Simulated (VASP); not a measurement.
**PbS: single point with r2SCAN**

Crystal: PbS.

```
Pb S
1.0
     4.04819    0.00000    0.00000
    -2.02409    3.50583    0.00000
     0.00000    0.00000    3.78417
Pb S
1 1
Direct
  0.00000 0.00000 0.00000
  0.66667 0.33333 0.50000
```

```
Program                : VASP 6.6.1
Task                   : single point
Functional             : r2SCAN
Potentials or basis    : VASP PAW PBE potentials, release 64 (Pb_d, S)
Cutoff                 : 520 eV
k mesh                 : 10 × 10 × 10
Occupations            : gaussian, width 0.05 eV
Spin                   : no spin polarisation
Dipole correction      : no
Further INCAR settings : ALGO = Normal; EDIFF = 1e-06; NBANDS = 17
```

```
Pressure               : -0.1 GPa
Band gap on the k mesh : zero (band 10 reaches 5.39 eV, above the bottom of band 11 at 5.12 eV)
```

Stress tensor (GPa, compression positive):
```
-0.03  0.00  0.00
 0.00 -0.03  0.00
 0.00  0.00 -0.12
```

Levels at points of the mesh, in eV from the Fermi level:
```csv
k point,band 6,band 7,band 8,band 9,band 10,band 11,band 12,band 13,band 14,band 15
"(0.00, 0.00, 0.00)",-13.88,-6.50,-2.43,-1.81,-1.81,3.80,3.80,5.66,7.04,7.54
"(0.50, 0.00, 0.00)",-12.72,-8.75,-2.88,-1.80,-1.37,2.13,4.18,5.72,5.78,11.51
"(0.00, 0.00, 0.50)",-12.74,-9.36,-1.23,-1.23,0.11,1.34,4.22,4.22,8.73,8.73
"(0.50, 0.00, 0.50)",-12.03,-7.61,-4.32,-4.26,-1.57,2.36,3.01,3.16,8.94,11.42
```

Wall time 2.8 min on 1 thread of AMD EPYC 9R45 96-Core Processor (Zen 5), on a shared host, peak memory 0.19 GiB.

Caveat: the PAW data sets were made with another functional, which shifts forces and pressure a little; spin-orbit coupling is left out, which moves the levels of the heavy elements.
